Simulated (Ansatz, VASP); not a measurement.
# Two plane-wave programs on YTaSe3

```
Y Ta Se
1.0
     5.00892    0.00000    0.00000
     0.00000    5.00892    0.00000
     0.00000    0.00000    5.00892
Y Ta Se
1 1 3
Cartesian
  2.5045 2.5045 2.5045
  0.0000 0.0000 0.0000
  2.5045 0.0000 0.0000
  0.0000 2.5045 0.0000
  0.0000 0.0000 2.5045
```

Alike in both runs: functional PBE; k mesh 8 × 8 × 8; occupations gaussian, width 0.1 eV; no spin polarisation.

Ansatz relaxed the structure, and its values are those at the end. VASP's run is a single point on that final structure, the one shown.

|  | VASP | Ansatz |
| --- | --- | --- |
| version | VASP 6.6.1 | Ansatz 0.2.0 |
| potentials or method | VASP PAW PBE potentials, release 64 (Y_sv, Ta_pv, Se), cutoff 500 eV | scalar-relativistic, plane waves, PAW |
| valence electrons in the cell | 40 | 72 |

```tsv
	VASP	Ansatz	Ansatz less VASP
gap on the k mesh at the Fermi level (eV)	none	none	-
pressure (GPa)	0.2	0.0	-0.16
```

A gap of «none» marks a metal or a gap that the smearing closes. VASP's potentials hold 40 valence electrons a cell and Ansatz's 72, so a difference there can come from the potentials and not from the codes.

Spin-orbit coupling is off throughout.
